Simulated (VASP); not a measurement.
# Y (P6_3/mmc) in VASP: notebook

Y is run at these levels: r2SCAN; tasks: single point.

Everything below comes from runs of VASP 6.6.1. Logs are shortened: lines on timing, memory, paths and dates and some standing lists are left out, and cuts for length are marked.

## 1. The cell of the first run

The structure is hexagonal, space group P6_3/mmc (No. 194). Conventional cell: a = 3.681 Å, b = 3.681 Å, c = 5.721 Å, α = 90.00°, β = 90.00°, γ = 120.00°. Within 4.7 Å of Y (site symmetry -6m2) lie 12 Y at 3.56 to 3.68 Å.

## 2. Single point, r2SCAN

Contents of POSCAR:

```
Y
1.0
    3.6808463851      0.0000000000      0.0000000000
   -1.8404231926      3.1877064770      0.0000000000
    0.0000000000      0.0000000000      5.7206466204
Y
2
Direct
    0.3333333333      0.6666666667      0.2500000000
    0.6666666667      0.3333333333      0.7500000000
```

Contents of INCAR.step1:

```
SYSTEM = Y
  ALGO = Normal
  EDIFF = 1E-4
  ENCUT = 520
  GGA = PE
  ISMEAR = 1
  LASPH = .True.
  LCHARG = .False.
  LREAL = .False.
  LWAVE = .True.
  NBANDS = 18
  NELM = 60
  PREC = Accurate
  SIGMA = 0.01
```

Contents of INCAR.step2:

```
SYSTEM = Y
  ALGO = Normal
  EDIFF = 1E-6
  ENCUT = 520
  ISIF = 2
  ISMEAR = 1
  ISTART = 1
  LASPH = .True.
  LCHARG = .False.
  LMIXTAU = .True.
  LREAL = .False.
  LWAVE = .False.
  METAGGA = R2SCAN
  NBANDS = 18
  NELM = 60
  PREC = Accurate
  SIGMA = 0.01
```

Contents of KPOINTS:

```
k-points
0
Gamma
  10 10 6
  0 0 0
```

Potentials or basis: VASP PAW PBE potentials, release 64 (Y_sv).

Command:

```bash
$ cat potpaw_PBE.64/Y_sv/POTCAR > POTCAR
$ cp INCAR.step1 INCAR
$ mpirun -np 1 vasp_std > vasp.out
$ cp INCAR.step2 INCAR
$ mpirun -np 1 vasp_std > vasp.out
```

OUTCAR:

```text
SYSTEM = Y
   EDIFF = 1E-6
   ENCUT = 520
   ISIF = 2
   ISMEAR = 1
   ISTART = 1
   LASPH = .True.
   LREAL = .False.
   METAGGA = R2SCAN
   NELM = 60
   PREC = Accurate

 ion  position               nearest neighbor table
   1  0.333  0.667  0.250-   2 3.56   2 3.56   2 3.56   2 3.56   2 3.56   2 3.56
   2  0.667  0.333  0.750-   1 3.56   1 3.56   1 3.56   1 3.56   1 3.56   1 3.56

  LATTYP: Found a hexagonal cell.
 ALAT       =     3.6808463851
 C/A-ratio  =     1.5541660862

  Lattice vectors:

 A1 = (   3.6808463851,   0.0000000000,   0.0000000000)
 A2 = (  -1.8404231926,   3.1877064770,   0.0000000000)
 A3 = (   0.0000000000,   0.0000000000,   5.7206466204)

Analysis of symmetry for initial positions (statically):
=====================================================================
 Subroutine PRICEL returns:
 Original cell was already a primitive cell.

 Routine SETGRP: Setting up the symmetry group for a
 hexagonal supercell.

 Subroutine GETGRP returns: Found 24 space group operations
 (whereof 12 operations were pure point group operations)
 out of a pool of 24 trial point group operations.

The static configuration has the point symmetry D_3d.
 The point group associated with its full space group is D_6h.

Analysis of symmetry for dynamics (positions and initial velocities):
=====================================================================
 Subroutine PRICEL returns:
 Original cell was already a primitive cell.

 Routine SETGRP: Setting up the symmetry group for a
 hexagonal supercell.

 Subroutine GETGRP returns: Found 24 space group operations
 (whereof 12 operations were pure point group operations)
 out of a pool of 24 trial point group operations.

The dynamic configuration has the point symmetry D_3d.
 The point group associated with its full space group is D_6h.

 Subroutine INISYM returns: Found 24 space group operations
 (whereof 12 operations are pure point group operations),
 and found     1 'primitive' translations

----------------------------------------------------------------------------------------

                                     Primitive cell

  volume of cell :      67.1230

  direct lattice vectors                    reciprocal lattice vectors
     3.680846385  0.000000000  0.000000000     0.271676646  0.156852585  0.000000000
    -1.840423193  3.187706477  0.000000000     0.000000000  0.313705169  0.000000000
     0.000000000  0.000000000  5.720646620     0.000000000  0.000000000  0.174805414

  length of vectors
     3.680846385  3.680846385  5.720646620     0.313705169  0.313705169  0.174805414

  position of ions in fractional coordinates (direct lattice)
     0.333333333  0.666666667  0.250000000
     0.666666667  0.333333333  0.750000000

  ion indices of the primitive-cell ions
   primitive index   ion index
                 1           1
                 2           2

----------------------------------------------------------------------------------------

 KPOINTS: k-points

Automatic generation of k-mesh.
 Grid dimensions read from file:
 generate k-points for:   10   10    6

 Generating k-lattice:

  Cartesian coordinates                     Fractional coordinates (reciprocal lattice)
     0.027167665  0.015685258  0.000000000     0.100000000  0.000000000  0.000000000
     0.000000000  0.031370517  0.000000000     0.000000000  0.100000000  0.000000000
     0.000000000  0.000000000  0.029134236     0.000000000  0.000000000  0.166666667

  Length of vectors
     0.031370517  0.031370517  0.029134236

  Shift w.r.t. Gamma in fractional coordinates (k-lattice)
     0.000000000  0.000000000  0.000000000

 Subroutine IBZKPT returns following result:
 ===========================================

 Found     56 irreducible k-points:

 Following reciprocal coordinates:
            Coordinates               Weight
  0.000000  0.000000  0.000000      1.000000
  0.100000  0.000000  0.000000      6.000000
  0.200000  0.000000  0.000000      6.000000
  0.300000 -0.000000  0.000000      6.000000
  0.400000 -0.000000  0.000000      6.000000
  0.500000  0.000000  0.000000      3.000000
[... 16 lines left out ...]
  0.300000  0.100000  0.166667     24.000000
  0.400000  0.100000  0.166667     24.000000
 [... further k-points ...]
   k-points           NKPTS =     56   k-points in BZ     NKDIM =     56   number of bands    NBANDS=     18
   number of dos      NEDOS =    301   number of ions     NIONS =      2
   total plane-waves  NPLWV =  37632
   dimension x,y,z NGX =    28 NGY =   28 NGZ =   48
   dimension x,y,z NGXF=    56 NGYF=   56 NGZF=   96
   ions per type =               2
   NGX,Y,Z   is equivalent  to a cutoff of  12.65, 12.65, 13.95 a.u.
   NGXF,Y,Z  is equivalent  to a cutoff of  25.29, 25.29, 27.90 a.u.
 SYSTEM =  Y
   PREC   = accura    normal or accurate (medium, high low for compatibility)
   ISTART =      1    job   : 0-new  1-cont  2-samecut
   ICHARG =      0    charge: 1-file 2-atom 10-const
   ISPIN  =      1    spin polarized calculation?
   LNONCOLLINEAR =      F non collinear calculations
   LSORBIT =      F    spin-orbit coupling
   LASPH  =      T    aspherical Exc in radial PAW
   ENCUT  =  520.0 eV  38.22 Ry    6.18 a.u.   6.84  6.84 10.64*2*pi/ulx,y,z
   NELM   =     60;   NELMIN=  2; NELMDL=  0     # of ELM steps
   EDIFF  = 0.1E-05   stopping-criterion for ELM
   LREAL  =      F    real-space projection
   EDIFFG = 0.1E-04   stopping-criterion for IOM
   NSW    =      0    number of steps for IOM
   IBRION =     -1    ionic relax: 0-MD 1-quasi-New 2-CG
   NFREE  =      0    steps in history (QN), initial steepest desc. (CG)
   ISIF   =      2    stress and relaxation
   ISYM   =      2    0-nonsym 1-usesym 2-fastsym
   POTIM  = 0.5000    time-step for ionic-motion
   TEBEG  =    0.0;   TEEND  =   0.0 temperature during run
   PSTRESS=    0.0 pullay stress
   NELECT =      22.0000    total number of electrons
   NUPDOWN=      -1.0000    fix difference up-down
   EMIN   =  10.00;   EMAX   =-10.00  energy-range for DOS
   EFERMI =   0.00;   METHOD = LEGACY
   ISMEAR =     1;   SIGMA  =   0.01  broadening in eV -4-tet -1-fermi 0-gaus
   EFERMI_NEDOS =   21; number of points for ismear=-14 and -15
   IALGO  =     38    algorithm
   IMIX   =      4    mixing-type and parameters
     AMIX     =   0.40;   BMIX     =  1.00
     AMIX_MAG =   1.60;   BMIX_MAG =  1.00
  volume/ion in A,a.u.               =      33.56       226.48
  Fermi-wavevector in a.u.,A,eV,Ry     =   1.128735  2.133000 17.334405  1.274043
  Thomas-Fermi vector in A             =   2.265426
   LORBIT       =      0    0 simple, 1 ext, 2 COOP (PROOUT), +10 PAW based schemes
   METAGGA = R2SCAN    functional components
   LHFCALC =     F    Hartree Fock is set to
   AEXX    =    0.0000 exact exchange contribution
   IVDW    =     0    specifies the selected vdW correction
   LEPSILON=     F    determine dielectric tensor
   LRPA    =     F    only Hartree local field effects (RPA)
 non-spin polarized calculation
 Methfessel and Paxton  Order N= 1 SIGMA  =   0.01
  energy-cutoff  :      520.00
  volume of cell :       67.12
 maximum number of plane-waves:      1834
 NGX is ok and might be reduce to    28
   NGX = 13   NGY = 13   NGZ = 21

 number of electron      22.0000000 magnetization

 Free energy of the ion-electron system (eV)
  ---------------------------------------------------
  ext. energy  EPLUGINS =         0.00000000
  ---------------------------------------------------
  free energy    TOTEN  =       -40.54474727 eV

  energy without entropy =      -40.54480181  energy(sigma->0) =      -40.54476545

 E-fermi :   2.9115     XC(G=0):  -9.9791

 val. band max:        2.9023634715   @ k =   0.2000   0.1000   0.3333
 cond. band min:       2.9217471475   @ k =   0.3000   0.3000   0.5000
 fundamental gap:      0.0193836760
 Fermi energy:         2.9115029409

 k-point     1 :       0.0000    0.0000    0.0000
  band No.  band energies     occupation
      1     -41.2990      2.00000
      2     -41.2237      2.00000
      3     -20.9239      2.00000
      4     -20.4469      2.00000
      5     -20.4469      2.00000
      6     -20.3576      2.00000
[... 10 lines left out ...]
     17       5.9691      0.00000
     18       5.9691      0.00000

 k-point     2 :       0.1000    0.0000    0.0000
  band No.  band energies     occupation
      1     -41.2942      2.00000
      2     -41.2222      2.00000
      3     -20.9064      2.00000
      4     -20.4807      2.00000
      5     -20.4586      2.00000
      6     -20.3931      2.00000
[... 10 lines left out ...]
     17       5.7396      0.00000
     18       5.7638      0.00000

 k-point     3 :       0.2000    0.0000    0.0000
  band No.  band energies     occupation
      1     -41.2812      2.00000
      2     -41.2186      2.00000
      3     -20.8574      2.00000
      4     -20.5699      2.00000
      5     -20.4880      2.00000
      6     -20.4830      2.00000
[... 10 lines left out ...]
     17       6.1378      0.00000
     18       6.2739      0.00000

 k-point     4 :       0.3000   -0.0000    0.0000
  band No.  band energies     occupation
      1     -41.2638      2.00000
      2     -41.2152      2.00000
      3     -20.7870      2.00000
      4     -20.6812      2.00000
      5     -20.5887      2.00000
      6     -20.5225      2.00000
[... 375 lines left out ...]
      4     -20.6109      2.00000
      5     -20.5805      2.00000
      6     -20.5009      2.00000
[... 10 lines left out ...]
     17       6.4987      0.00000
     18       6.9618      0.00000

 k-point    23 :       0.3000    0.1000    0.1667
  band No.  band energies     occupation
      1     -41.2504      2.00000
      2     -41.2171      2.00000
      3     -20.7919      2.00000
      4     -20.6913      2.00000
      5     -20.6286      2.00000
      6     -20.5414      2.00000
[... 10 lines left out ...]
     17       7.4166      0.00000
     18       7.6495      0.00000

 k-point    24 :       0.4000    0.1000    0.1667
  band No.  band energies     occupation
      1     -41.2387      2.00000
      2     -41.2172      2.00000
      3     -20.8211      2.00000
      4     -20.7263      2.00000
      5     -20.6277      2.00000
      6     -20.5568      2.00000
[... 10 lines left out ...]
     17       7.9989      0.00000
     18       8.2344      0.00000

 [... further k-points ...]
[... 5 lines left out ...]
  --------------------------------------------------------------------------------------
  -------------------------------------------------------------------------------------
  Total       -0.0449113     -0.0449113     -0.3258024      0.0000000      0.0000000      0.0000000
  in kB       -1.0720004     -1.0720004     -7.7766717      0.0000000      0.0000000      0.0000000
  external PRESSURE =      -3.3068908 kB  Pullay stress =       0.0000000 kB

 VOLUME and BASIS-vectors are now :
 -----------------------------------------------------------------------------
  energy-cutoff  :      520.00
  volume of cell :       67.12
      direct lattice vectors                 reciprocal lattice vectors
     3.680846385  0.000000000  0.000000000     0.271676646  0.156852585  0.000000000
    -1.840423193  3.187706477  0.000000000     0.000000000  0.313705169  0.000000000
     0.000000000  0.000000000  5.720646620     0.000000000  0.000000000  0.174805414

 POSITION                                       TOTAL-FORCE (eV/Angst)
 -----------------------------------------------------------------------------------
     -0.00000      2.12514      1.43016         0.000000      0.000000      0.000000
      1.84042      1.06257      4.29048        -0.000000      0.000000      0.000000
 -----------------------------------------------------------------------------------
    total drift:                               -0.000000      0.000000     -0.000000

  FREE ENERGIE OF THE ION-ELECTRON SYSTEM (eV)
  ---------------------------------------------------
  free  energy   TOTEN  =       -40.5447472745 eV

  energy  without entropy=      -40.5448018060  energy(sigma->0) =      -40.54476545
```

Wall time 6.4 min (1 thread of Intel Xeon Platinum 8259CL at 2.50GHz (Skylake/Cascade Lake), shared host); peak memory 0.23 GiB.

What came out:

| Property | Result |
| --- | --- |
| Free energy | -40.5447 eV |
| Pressure | -0.3 GPa |
| Band gap on the k mesh | zero (band 11 reaches 4.02 eV, above the bottom of band 12 at 2.38 eV) |

Levels at points of the mesh, in eV from the Fermi level:
```
           k point  band 7  band 8  band 9  band 10  band 11  band 12  band 13  band 14  band 15  band 16
(0.00, 0.00, 0.00)  -23.27  -23.24   -4.86    -1.82     0.76     1.97     1.97     2.38     2.64     2.64
(0.50, 0.00, 0.00)  -23.40  -23.32   -1.69    -1.16    -0.76    -0.26     1.54     1.68     2.28     5.30
(0.00, 0.00, 0.50)  -23.31  -23.31   -3.38    -3.38     1.11     1.11     1.89     1.89     1.89     1.89
(0.50, 0.00, 0.50)  -23.38  -23.38   -1.62    -1.62     0.12     0.12     1.37     1.37     3.00     3.00
```

Caveat: the PAW data sets were made with another functional, which shifts forces and pressure a little.

## 3. Single point, r2SCAN

POSCAR is that of step 2.

Contents of INCAR.step1:

```
PREC = Accurate ; ENCUT = 520
ISMEAR = 1 ; SIGMA = 0.1
LREAL = False ; LASPH = True
NELM = 100 ; NBANDS = 18
GGA = PE ; ALGO = Normal
EDIFF = 1E-4 ; LWAVE = True
LCHARG = False
```

Contents of INCAR.step2:

```
PREC = Accurate ; ENCUT = 520
EDIFF = 1E-6 ; ISMEAR = 1
SIGMA = 0.1 ; LREAL = False
LASPH = True ; NELM = 100
ALGO = Normal ; ISIF = 2
LWAVE = False ; LCHARG = False
METAGGA = R2SCAN ; LMIXTAU = True
NBANDS = 18 ; ISTART = 1
```

Contents of KPOINTS:

```
Automatic mesh
0
Gamma
  10 10 6
```

Potentials or basis: VASP PAW PBE potentials, release 64 (Y_sv).

Command:

```bash
$ cat potpaw_PBE.64/Y_sv/POTCAR > POTCAR
$ cp INCAR.step1 INCAR
$ mpirun -np 1 vasp_std > vasp.out
$ cp INCAR.step2 INCAR
$ mpirun -np 1 vasp_std > vasp.out
```

Wall time 7.4 min (1 thread of Intel Xeon Platinum 8259CL at 2.50GHz (Skylake/Cascade Lake), shared host); peak memory 0.24 GiB.

Results (log left out):

```
Free energy            : -40.5441 eV
Pressure               : -0.2 GPa
Band gap on the k mesh : zero (band 11 reaches 4.02 eV, above the bottom of band 12 at 2.38 eV)
```

Stress tensor (GPa, compression positive):
```
-0.02  0.00  0.00
 0.00 -0.02  0.00
 0.00  0.00 -0.63
```

Levels at points of the mesh, in eV from the Fermi level:
```csv
k point,band 8,band 9,band 10,band 11,band 12,band 13,band 14,band 15
"(0.00, 0.00, 0.00)",-23.25,-4.87,-1.83,0.76,1.97,1.97,2.38,2.64
"(0.50, 0.00, 0.00)",-23.33,-1.70,-1.16,-0.77,-0.26,1.53,1.68,2.28
"(0.00, 0.00, 0.50)",-23.32,-3.38,-3.38,1.11,1.11,1.89,1.89,1.89
"(0.50, 0.00, 0.50)",-23.39,-1.63,-1.63,0.11,0.11,1.37,1.37,3.00
```

Caveat: the PAW data sets were made with another functional, which shifts forces and pressure a little.

## 4. Single point, r2SCAN

POSCAR is that of step 3.

Contents of INCAR.step1:

```
PREC = Accurate ; ENCUT = 520
ISMEAR = 1 ; SIGMA = 0.3
LREAL = F ; LASPH = T
NELM = 80 ; NBANDS = 18
GGA = PE ; ALGO = Normal
EDIFF = 1E-4 ; LWAVE = T
LCHARG = F
```

Contents of INCAR.step2:

```
PREC = Accurate ; ENCUT = 520
EDIFF = 1E-6 ; ISMEAR = 1
SIGMA = 0.3 ; LREAL = F
LASPH = T ; NELM = 80
ALGO = Normal ; ISIF = 2
LWAVE = F ; LCHARG = F
METAGGA = R2SCAN ; LMIXTAU = T
NBANDS = 18 ; ISTART = 1
```

KPOINTS is that of step 3.

Command:

```bash
$ cat potpaw_PBE.64/Y_sv/POTCAR > POTCAR
$ cp INCAR.step1 INCAR
$ mpirun -np 1 vasp_std > vasp.out
$ cp INCAR.step2 INCAR
$ mpirun -np 1 vasp_std > vasp.out
```

Run time: 7.8 min. Hardware: 1 thread of Intel Xeon Platinum 8259CL at 2.50GHz (Skylake/Cascade Lake), shared host; peak memory 0.23 GiB.

It converged, with:

* Free energy: -40.5458 eV
* Pressure: -0.1 GPa
* Band gap on the k mesh: zero (band 11 reaches 4.02 eV, above the bottom of band 12 at 2.38 eV)

Stress tensor (GPa, compression positive):
```
-0.03  0.00  0.00
 0.00 -0.03  0.00
 0.00  0.00 -0.27
```

Levels at points of the mesh, in eV from the Fermi level:
| k point | band 9 | band 10 | band 11 | band 12 | band 13 | band 14 |
| --- | --- | --- | --- | --- | --- | --- |
| (0.00, 0.00, 0.00) | -4.87 | -1.83 | 0.75 | 1.97 | 1.97 | 2.38 |
| (0.50, 0.00, 0.00) | -1.70 | -1.16 | -0.77 | -0.26 | 1.53 | 1.67 |
| (0.00, 0.00, 0.50) | -3.38 | -3.38 | 1.10 | 1.10 | 1.88 | 1.88 |
| (0.50, 0.00, 0.50) | -1.63 | -1.63 | 0.11 | 0.11 | 1.36 | 1.36 |

Caveat: the PAW data sets were made with another functional, which shifts forces and pressure a little.

## 5. Overview

| smearing | gap on the mesh (eV) | pressure (GPa) |
| --- | --- | --- |
| methfessel-paxton 0.01 eV | none | -0.3 |
| methfessel-paxton 0.1 eV | none | -0.2 |
| methfessel-paxton 0.3 eV | none | -0.1 |

Alike in all rows: task single point; level r2SCAN; potentials or basis VASP PAW PBE potentials, release 64 (Y_sv); no spin polarisation; cell as given; k mesh 10 × 10 × 6; cutoff (eV) 520.

Every run on the cell as given and a fine mesh finds a metal.

Caveats: the PAW data sets were made with another functional, which shifts forces and pressure a little.

Absolute energies hang on the potentials; compare differences alone.
